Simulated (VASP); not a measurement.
# Ca (Fm-3m) in VASP: notebook

Ca is run at these levels: PBEsol; tasks: single point.

Program: VASP 6.6.1. These are calculated values, not measurements. Logs are shortened: lines on timing, memory, paths and dates and some standing lists are left out, and cuts for length are marked.

## (1) The cell of the first run

Symmetry: Fm-3m, No. 225, cubic system. The conventional cell has a = 5.588 Å, b = 5.588 Å, c = 5.588 Å, α = 90.00°, β = 90.00°, γ = 90.00°. Ca (site symmetry m-3m) has 12 Ca at 3.95 Å within 5.2 Å.

## (2) Single point, PBEsol

INCAR reads:

```
SYSTEM = Ca
PREC = Accurate ; ENCUT = 520
EDIFF = 1E-7 ; ISMEAR = -1
SIGMA = 0.05 ; LREAL = .False.
LASPH = .True. ; NELM = 60
ALGO = Normal ; ISIF = 2
LWAVE = .False. ; LCHARG = .False.
GGA = PS ; NBANDS = 11
```

KPOINTS reads:

```
Automatic mesh
0
Gamma
  8 8 8
  0 0 0
```

POSCAR reads:

```
Ca
1.0
    0.0000000000      2.7942000000      2.7942000000
    2.7942000000      0.0000000000      2.7942000000
    2.7942000000      2.7942000000      0.0000000000
Ca
1
Direct
    0.0000000000      0.0000000000      0.0000000000
```

Potentials or basis: VASP PAW PBE potentials, release 64 (Ca_sv).

Run with:

```console
$ cat potpaw_PBE.64/Ca_sv/POTCAR > POTCAR
$ mpirun -np 1 vasp_std > vasp.out
```

OUTCAR:

```text
SYSTEM = Ca
   PREC = Accurate
   ENCUT = 520
   EDIFF = 1E-7
   ISMEAR = -1
   LREAL = .False.
   LASPH = .True.
   NELM = 60
   ISIF = 2
   GGA = PS

 ion  position               nearest neighbor table
   1  0.000  0.000  0.000-

  LATTYP: Found a face centered cubic cell.
 ALAT       =     5.5884000000

  Lattice vectors:

 A1 = (   0.0000000000,   2.7942000000,   2.7942000000)
 A2 = (   2.7942000000,   0.0000000000,   2.7942000000)
 A3 = (   2.7942000000,   2.7942000000,   0.0000000000)

Analysis of symmetry for initial positions (statically):
=====================================================================
 Subroutine PRICEL returns:
 Original cell was already a primitive cell.

 Routine SETGRP: Setting up the symmetry group for a
 face centered cubic supercell.

 Subroutine GETGRP returns: Found 48 space group operations
 (whereof 48 operations were pure point group operations)
 out of a pool of 48 trial point group operations.

The static configuration has the point symmetry O_h .

Analysis of symmetry for dynamics (positions and initial velocities):
=====================================================================
 Subroutine PRICEL returns:
 Original cell was already a primitive cell.

 Routine SETGRP: Setting up the symmetry group for a
 face centered cubic supercell.

 Subroutine GETGRP returns: Found 48 space group operations
 (whereof 48 operations were pure point group operations)
 out of a pool of 48 trial point group operations.

The dynamic configuration has the point symmetry O_h .

 Subroutine INISYM returns: Found 48 space group operations
 (whereof 48 operations are pure point group operations),
 and found     1 'primitive' translations

----------------------------------------------------------------------------------------

                                     Primitive cell

  volume of cell :      43.6317

  direct lattice vectors                    reciprocal lattice vectors
     0.000000000  2.794200000  2.794200000    -0.178942094  0.178942094  0.178942094
     2.794200000  0.000000000  2.794200000     0.178942094 -0.178942094  0.178942094
     2.794200000  2.794200000  0.000000000     0.178942094  0.178942094 -0.178942094

  length of vectors
     3.951595536  3.951595536  3.951595536     0.309936799  0.309936799  0.309936799

  position of ions in fractional coordinates (direct lattice)
     0.000000000  0.000000000  0.000000000

  ion indices of the primitive-cell ions
   primitive index   ion index
                 1           1

----------------------------------------------------------------------------------------

 KPOINTS: Automatic mesh

Automatic generation of k-mesh.
 Grid dimensions read from file:
 generate k-points for:    8    8    8

 Generating k-lattice:

  Cartesian coordinates                     Fractional coordinates (reciprocal lattice)
    -0.022367762  0.022367762  0.022367762     0.125000000  0.000000000  0.000000000
     0.022367762 -0.022367762  0.022367762     0.000000000  0.125000000  0.000000000
     0.022367762  0.022367762 -0.022367762     0.000000000  0.000000000  0.125000000

  Length of vectors
     0.038742100  0.038742100  0.038742100

  Shift w.r.t. Gamma in fractional coordinates (k-lattice)
     0.000000000  0.000000000  0.000000000

 Subroutine IBZKPT returns following result:
 ===========================================

 Found     29 irreducible k-points:

 Following reciprocal coordinates:
            Coordinates               Weight
  0.000000  0.000000  0.000000      1.000000
  0.125000  0.000000  0.000000      8.000000
  0.250000  0.000000  0.000000      8.000000
  0.375000  0.000000  0.000000      8.000000
  0.500000  0.000000  0.000000      4.000000
  0.125000  0.125000  0.000000      6.000000
[... 16 lines left out ...]
  0.500000  0.250000  0.125000     48.000000
 -0.375000  0.250000  0.125000     24.000000
 [... further k-points ...]
   k-points           NKPTS =     29   k-points in BZ     NKDIM =     29   number of bands    NBANDS=     11
   number of dos      NEDOS =    301   number of ions     NIONS =      1
   total plane-waves  NPLWV =  27000
   dimension x,y,z NGX =    30 NGY =   30 NGZ =   30
   dimension x,y,z NGXF=    60 NGYF=   60 NGZF=   60
   ions per type =               1
   NGX,Y,Z   is equivalent  to a cutoff of  12.62, 12.62, 12.62 a.u.
   NGXF,Y,Z  is equivalent  to a cutoff of  25.24, 25.24, 25.24 a.u.
 SYSTEM =  Ca
   PREC   = accura    normal or accurate (medium, high low for compatibility)
   ISTART =      0    job   : 0-new  1-cont  2-samecut
   ICHARG =      2    charge: 1-file 2-atom 10-const
   ISPIN  =      1    spin polarized calculation?
   LNONCOLLINEAR =      F non collinear calculations
   LSORBIT =      F    spin-orbit coupling
   LASPH  =      T    aspherical Exc in radial PAW
   ENCUT  =  520.0 eV  38.22 Ry    6.18 a.u.   7.35  7.35  7.35*2*pi/ulx,y,z
   NELM   =     60;   NELMIN=  2; NELMDL= -5     # of ELM steps
   EDIFF  = 0.1E-06   stopping-criterion for ELM
   LREAL  =      F    real-space projection
   EDIFFG = 0.1E-05   stopping-criterion for IOM
   NSW    =      0    number of steps for IOM
   IBRION =     -1    ionic relax: 0-MD 1-quasi-New 2-CG
   NFREE  =      0    steps in history (QN), initial steepest desc. (CG)
   ISIF   =      2    stress and relaxation
   ISYM   =      2    0-nonsym 1-usesym 2-fastsym
   POTIM  = 0.5000    time-step for ionic-motion
   TEBEG  =    0.0;   TEEND  =   0.0 temperature during run
   PSTRESS=    0.0 pullay stress
   NELECT =      10.0000    total number of electrons
   NUPDOWN=      -1.0000    fix difference up-down
   EMIN   =  10.00;   EMAX   =-10.00  energy-range for DOS
   EFERMI =   0.00;   METHOD = LEGACY
   ISMEAR =    -1;   SIGMA  =   0.05  broadening in eV -4-tet -1-fermi 0-gaus
   EFERMI_NEDOS =   21; number of points for ismear=-14 and -15
   IALGO  =     38    algorithm
   IMIX   =      4    mixing-type and parameters
     AMIX     =   0.40;   BMIX     =  1.00
     AMIX_MAG =   1.60;   BMIX_MAG =  1.00
  volume/ion in A,a.u.               =      43.63       294.44
  Fermi-wavevector in a.u.,A,eV,Ry     =   1.001861  1.893242 13.656506  1.003725
  Thomas-Fermi vector in A             =   2.134310
   LORBIT       =      0    0 simple, 1 ext, 2 COOP (PROOUT), +10 PAW based schemes
   GGA     = PS    functional components
   LHFCALC =     F    Hartree Fock is set to
   AEXX    =    0.0000 exact exchange contribution
   IVDW    =     0    specifies the selected vdW correction
   LEPSILON=     F    determine dielectric tensor
   LRPA    =     F    only Hartree local field effects (RPA)
 non-spin polarized calculation
  energy-cutoff  :      520.00
  volume of cell :       43.63
 maximum number of plane-waves:      1211
 NGX is ok and might be reduce to    30
   NGX = 15   NGY = 15   NGZ = 15

 number of electron      10.0000000 magnetization

 number of electron       9.9999997 magnetization

 Free energy of the ion-electron system (eV)
  ---------------------------------------------------
  ext. energy  EPLUGINS =         0.00000000
  ---------------------------------------------------
  free energy    TOTEN  =        -2.12838900 eV

  energy without entropy =       -2.11641504  energy(sigma->0) =       -2.12240202

 E-fermi :   1.7191     XC(G=0):  -7.7048

 val. band max:        1.6787714425   @ k =  -0.3750   0.2500   0.1250
 cond. band min:       1.7796631382   @ k =   0.5000   0.1250   0.0000
 fundamental gap:      0.1008916957
 Fermi energy:         1.7191439863

 k-point     1 :       0.0000    0.0000    0.0000
  band No.  band energies     occupation
      1     -40.1540      2.00000
      2     -21.1500      2.00000
      3     -21.1500      2.00000
      4     -21.1500      2.00000
      5      -2.2118      2.00000
      6       4.0460      0.00000
      7       4.0460      0.00000
      8       4.0460      0.00000
      9       5.0829      0.00000
     10       5.0829      0.00000
     11      10.7475      0.00000

 k-point     2 :       0.1250    0.0000    0.0000
  band No.  band energies     occupation
      1     -40.1523      2.00000
      2     -21.1684      2.00000
      3     -21.1525      2.00000
      4     -21.1525      2.00000
      5      -1.9533      2.00000
      6       3.7801      0.00000
      7       4.1337      0.00000
      8       4.1337      0.00000
      9       5.0141      0.00000
     10       5.0141      0.00000
     11      10.8124      0.00000

 k-point     3 :       0.2500    0.0000    0.0000
  band No.  band energies     occupation
      1     -40.1481      2.00000
      2     -21.2126      2.00000
      3     -21.1586      2.00000
      4     -21.1586      2.00000
      5      -1.2168      2.00000
      6       3.1526      0.00000
      7       4.1777      0.00000
      8       4.1777      0.00000
      9       5.0941      0.00000
     10       5.0941      0.00000
     11       8.9357      0.00000

 k-point     4 :       0.3750    0.0000    0.0000
  band No.  band energies     occupation
      1     -40.1439      2.00000
      2     -21.2562      2.00000
      3     -21.1648      2.00000
      4     -21.1648      2.00000
      5      -0.1367      2.00000
      6       2.3388      0.00001
      7       4.0224      0.00000
      8       4.0224      0.00000
      9       5.5044      0.00000
     10       5.5044      0.00000
     11       7.3801      0.00000
[... 239 lines left out ...]
 k-point    22 :       0.3750    0.2500    0.1250
  band No.  band energies     occupation
      1     -40.1450      2.00000
      2     -21.2235      2.00000
      3     -21.1814      2.00000
      4     -21.1664      2.00000
      5      -0.5970      2.00000
      6       2.9491      0.00000
      7       3.6958      0.00000
      8       4.5850      0.00000
      9       4.7107      0.00000
     10       5.5992      0.00000
     11       8.9373      0.00000

 k-point    23 :       0.5000    0.2500    0.1250
  band No.  band energies     occupation
      1     -40.1416      2.00000
      2     -21.2470      2.00000
      3     -21.1952      2.00000
      4     -21.1737      2.00000
      5       0.4283      2.00000
      6       2.4523      0.00000
      7       3.2968      0.00000
      8       4.4314      0.00000
      9       5.2533      0.00000
     10       5.9633      0.00000
     11       7.3526      0.00000

 k-point    24 :      -0.3750    0.2500    0.1250
  band No.  band energies     occupation
      1     -40.1402      2.00000
      2     -21.2572      2.00000
      3     -21.1995      2.00000
      4     -21.1777      2.00000
      5       1.4241      1.99454
      6       1.6788      1.38313
      7       3.2384      0.00000
      8       4.3379      0.00000
      9       5.5861      0.00000
     10       6.1275      0.00000
     11       6.5235      0.00000

 [... further k-points ...]
[... 5 lines left out ...]
  --------------------------------------------------------------------------------------
  -------------------------------------------------------------------------------------
  Total       -0.3164607     -0.3164607     -0.3164607      0.0000000      0.0000000      0.0000000
  in kB      -11.6205818    -11.6205818    -11.6205818      0.0000000      0.0000000      0.0000000
  external PRESSURE =     -11.6205818 kB  Pullay stress =       0.0000000 kB

 VOLUME and BASIS-vectors are now :
 -----------------------------------------------------------------------------
  energy-cutoff  :      520.00
  volume of cell :       43.63
      direct lattice vectors                 reciprocal lattice vectors
     0.000000000  2.794200000  2.794200000    -0.178942094  0.178942094  0.178942094
     2.794200000  0.000000000  2.794200000     0.178942094 -0.178942094  0.178942094
     2.794200000  2.794200000  0.000000000     0.178942094  0.178942094 -0.178942094

 POSITION                                       TOTAL-FORCE (eV/Angst)
 -----------------------------------------------------------------------------------
      0.00000      0.00000      0.00000         0.000000      0.000000      0.000000
 -----------------------------------------------------------------------------------
    total drift:                               -0.000000     -0.000000      0.000000

  FREE ENERGIE OF THE ION-ELECTRON SYSTEM (eV)
  ---------------------------------------------------
  free  energy   TOTEN  =        -2.1283889967 eV

  energy  without entropy=       -2.1164150392  energy(sigma->0) =       -2.12240202
```

Wall time 14 s (1 thread of Intel Xeon Platinum 8259CL at 2.50GHz (Skylake/Cascade Lake), shared host); peak memory 0.17 GiB.

What came out:

* Free energy: -2.1284 eV
* Pressure: -1.2 GPa
* Band gap on the k mesh: zero (band 5 reaches 1.98 eV, above the bottom of band 6 at 1.58 eV)

Caveat: the PAW data sets were made with another functional, which shifts forces and pressure a little.

## (3) Single point, PBEsol

This run uses another cell than the first one, of 44.50 Å³/atom, 1.020 times its volume.

INCAR reads:

```
SYSTEM = Ca
  ALGO = Fast
  EDIFF = 1E-7
  ENCUT = 520
  GGA = PS
  ISIF = 2
  ISMEAR = -1
  LASPH = .True.
  LCHARG = .False.
  LREAL = .False.
  LWAVE = .False.
  NBANDS = 11
  NELM = 60
  PREC = Accurate
  SIGMA = 0.05
```

KPOINTS reads:

```
k-points
0
Gamma
  8 8 8
  0 0 0
```

POSCAR reads:

```
Ca
1.0
    0.0000000000      2.8127051751      2.8127051751
    2.8127051751      0.0000000000      2.8127051751
    2.8127051751      2.8127051751      0.0000000000
Ca
1
Direct
    0.0000000000      0.0000000000      0.0000000000
```

Potentials or basis: VASP PAW PBE potentials, release 64 (Ca_sv).

Run with:

```console
$ cat potpaw_PBE.64/Ca_sv/POTCAR > POTCAR
$ mpirun -np 1 vasp_std > vasp.out
```

Run time: 19 s. Hardware: 1 thread of Intel Xeon Platinum 8259CL at 2.50GHz (Skylake/Cascade Lake), shared host; peak memory 0.16 GiB.

Results (log left out):

```yaml
Free_energy: -2.1215 eV
Pressure: -1.4 GPa
Band_gap_on_the_k_mesh: zero (band 5 reaches 1.92 eV, above the bottom of band 6 at 1.50 eV)
```

Levels at points of the mesh, in eV from the Fermi level:
```csv
k point,band 3,band 4,band 5,band 6,band 7,band 8
"(0.00, 0.00, 0.00)",-22.92,-22.92,-3.89,2.30,2.30,2.30
"(0.50, 0.00, 0.00)",-22.93,-22.93,-0.94,-0.15,2.20,2.20
"(0.50, 0.50, 0.00)",-22.96,-22.96,-0.37,0.64,0.92,3.95
```

Caveat: the PAW data sets were made with another functional, which shifts forces and pressure a little.
